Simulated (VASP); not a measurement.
A run of VASP 6.6.1 is set up as follows.

Contents of INCAR:

```
SYSTEM = Al8N
PREC = Accurate
ENCUT = 520
EDIFF = 1E-6
ISMEAR = 0
SIGMA = 0.1
LREAL = .FALSE.
LASPH = .TRUE.
NELM = 80
ALGO = Normal
ISIF = 2
LWAVE = .FALSE.
LCHARG = .TRUE.
LDIPOL = .TRUE.
IDIPOL = 3
DIPOL = 0.5 0.5 0.404
GGA = PE
LELF = .TRUE.
LVHAR = .TRUE.
LVACPOTAV = .TRUE.
NBANDS = 24
```

The input KPOINTS:

```
Automatic mesh
0
G
  9 9 1
  0 0 0
```

The input POSCAR:

```
Al8N
1.0
    2.8543223330      0.0000000000      0.0000000000
   -1.4271611665      2.4719156510      0.0000000000
    0.0000000000      0.0000000000     33.4760593533
Al N
8 1
Direct
    0.3333333333      0.6666666667      0.1194883770
    0.0000000000      0.0000000000      0.1895622803
    0.6666666667      0.3333333333      0.2596361837
    0.0000000000      0.0000000000      0.3297100869
    0.3333333333      0.6666666667      0.3992195594
    0.0000000000      0.0000000000      0.4696536480
    0.6666666667      0.3333333333      0.5400996810
    0.0000000000      0.0000000000      0.6116627748
    0.4444444444     -0.4444444444      0.7212933607
```

Potentials or basis: VASP PAW PBE potentials, release 64 (Al, N).

Command:

```bash
$ cat potpaw_PBE.64/Al/POTCAR potpaw_PBE.64/N/POTCAR > POTCAR
$ mpirun -np 1 vasp_std > vasp.out
```

**Question.** What does it give for the largest force?

**Answer.** 0.369 eV/Å.

Forces in eV/Å, atoms in the order of the input:
```
Al   0.000  0.000 -0.083
Al   0.000  0.000  0.034
Al  -0.001  0.000  0.003
Al   0.000  0.000 -0.126
Al  -0.002  0.001  0.199
Al   0.000  0.000 -0.048
Al   0.004 -0.002 -0.032
Al  -0.003  0.002  0.369
N    0.000  0.000 -0.314
```
